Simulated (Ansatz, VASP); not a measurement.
## Hf in VASP and in Ansatz

```
CELL_PARAMETERS angstrom
0.00000 2.17468 2.17468
2.17468 0.00000 2.17468
2.17468 2.17468 0.00000
ATOMIC_POSITIONS crystal
Hf 0.00000 0.00000 0.00000
```

Alike in both runs: task single point; functional PBE0; k mesh 6 × 6 × 6; occupations fermi-dirac, width 0.05 eV; no spin polarisation.

```csv
,VASP,Ansatz
version,VASP 6.6.1,Ansatz 0.2.0
potentials or method,"VASP PAW PBE potentials, release 64 (Hf_pv)",Ansatz PAW
plane-wave cutoff (eV),520,420
valence electrons in the cell,10,26
```

VASP gave:

- gap on the k mesh at the Fermi level (eV): none
- pressure (GPa): 9.9

Problem. What did Ansatz give for the same quantities?

Solution. gap on the k mesh at the Fermi level (eV): none; pressure (GPa): 12.4.

A gap of «none» marks a metal or a gap that the smearing closes. VASP's potentials hold 10 valence electrons a cell and Ansatz's 26, so a difference there can come from the potentials and not from the codes.

The k mesh is coarse, so the values compare programs but aren't converged. Spin-orbit coupling is off throughout.
